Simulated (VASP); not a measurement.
## CoSi2: single point with PBE

The system is CoSi2.

```
Co Si
1.0
     0.00000    2.67800    2.67800
     2.67800    0.00000    2.67800
     2.67800    2.67800    0.00000
Co Si
1 2
Cartesian
  0.0000 0.1000 0.0000
  1.3390 1.3390 1.3390
  4.0170 4.0170 4.0170
```

| Quantity | Value |
| --- | --- |
| Program | VASP 6.6.1 |
| Task | single point |
| Functional | PBE |
| Potentials or basis | VASP PAW PBE potentials, release 64 (Co, Si) |
| Cutoff | 520 eV |
| k mesh | 9 × 9 × 9 |
| Occupations | gaussian, width 0.05 eV |
| Spin | collinear spin, ferromagnetic start |
| Starting moments | [3.2, 0.0, 0.0] μB |
| Dipole correction | no |
| Further INCAR settings | ALGO = Normal; EDIFF = 1e-07; NBANDS = 20 |

```yaml
Pressure: 1.1 GPa
Largest_force: 1.174 eV/Å
Net_moment: 0.00 μB per cell
Valence_electrons_inside_the_program's_atomic_spheres: Co 8.87; Si 1.59
```

Forces on the atoms (eV/Å):
```
Co   0.000 -1.174  0.000
Si   0.000  0.587  0.000
Si   0.000  0.587  0.000
```

Stress tensor (GPa, compression positive):
```
1.30 0.00 0.00
0.00 0.82 0.00
0.00 0.00 1.30
```

Levels at points of the mesh, in eV from the Fermi level:
Spin up:
```csv
k point,band 5,band 6,band 7,band 8,band 9,band 10,band 11,band 12,band 13,band 14
"(0.00, 0.00, 0.00)",-1.88,-1.87,0.77,3.22,3.22,3.49,3.52,3.71,3.71,5.73
```
Spin down:
| k point | band 7 | band 8 | band 9 | band 10 | band 11 | band 12 |
| --- | --- | --- | --- | --- | --- | --- |
| (0.00, 0.00, 0.00) | 0.77 | 3.22 | 3.22 | 3.49 | 3.52 | 3.71 |

Run time: 3.4 min on 1 thread of Intel Xeon 8259CL, on a shared host, peak memory 0.23 GiB.

Caveat: the starting moments collapsed, and a magnetic state may lie lower; forces of over 1 eV/Å act on the atoms, so gaps and moduli don't describe the material at rest.
